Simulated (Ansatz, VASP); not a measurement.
One calculation of GaAs, two programs

```
Ga As
1.0
     0.00000    2.79829    2.79829
     2.79829    0.00000    2.79829
     2.79829    2.79829    0.00000
Ga As
1 1
Direct
  0.00000 0.00000 0.00000
  0.75000 0.75000 0.75000
```

Change from the starting cell: volume scaled by 0.97, PAW files.

Alike in both runs: task electric field gradients; functional LDA; k mesh 11 × 11 × 11; occupations fermi-dirac, width 0.05 eV; no spin polarisation.

|  | VASP | Ansatz |
| --- | --- | --- |
| version | VASP 6.6.1 | Ansatz 0.2.0 |
| potentials or method | VASP PAW LDA potentials, release 64 (Ga_d, As) | PAW with Ansatz's default frozen-core files, scalar-relativistic |
| plane-wave cutoff (eV) | 520 | 420 |
| valence electrons in the cell | 18 | 28 |

```tsv
	VASP	Ansatz	Ansatz less VASP
pressure (GPa)	0.6	0.3	-0.33
```

LDA's correlation is that of Perdew and Zunger in VASP and of Perdew and Wang (1992) in Ansatz. VASP's potentials hold 18 valence electrons a cell and Ansatz's 28, so a difference there can come from the potentials and not from the codes.
